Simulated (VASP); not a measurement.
A run of VASP 6.6.1 is set up as follows.

Contents of INCAR:

```
SYSTEM = Si
ALGO = Normal
EDIFF = 1E-6
ENCUT = 520
GGA = CA
ISIF = 2
ISMEAR = 0
LASPH = .TRUE.
LCHARG = .FALSE.
LREAL = .FALSE.
LWAVE = .FALSE.
NBANDS = 11
NELM = 80
PREC = Accurate
SIGMA = 0.05
```

File KPOINTS:

```
k-points
0
G
  12 12 12
  0 0 0
```

The input POSCAR:

```
Si
1.0
    0.0000000000      2.7653678046      2.3906604671
    2.7653678046      0.0000000000      2.3906604671
    2.7653678046      2.7653678046      0.0000000000
Si
2
Direct
    0.5000000000      0.5000000000      0.5000000000
    0.7500000000      0.7500000000      0.7500000000
```

Potentials or basis: VASP PAW LDA potentials, release 64 (Si).

Run with:

```sh
$ cat potpaw_LDA.64/Si/POTCAR > POTCAR
$ mpirun -np 1 vasp_std > vasp.out
```

**Question.** Estimate the band gap on the k mesh.

**Answer.** Zero (band 4 reaches 7.37 eV, above the bottom of band 5 at 6.17 eV).

**Question.** Predict the pressure.

**Answer.** 7.2 GPa.

Stress tensor (GPa, compression positive):
```
 4.38  0.00  0.00
 0.00  4.38  0.00
 0.00  0.00 12.88
```
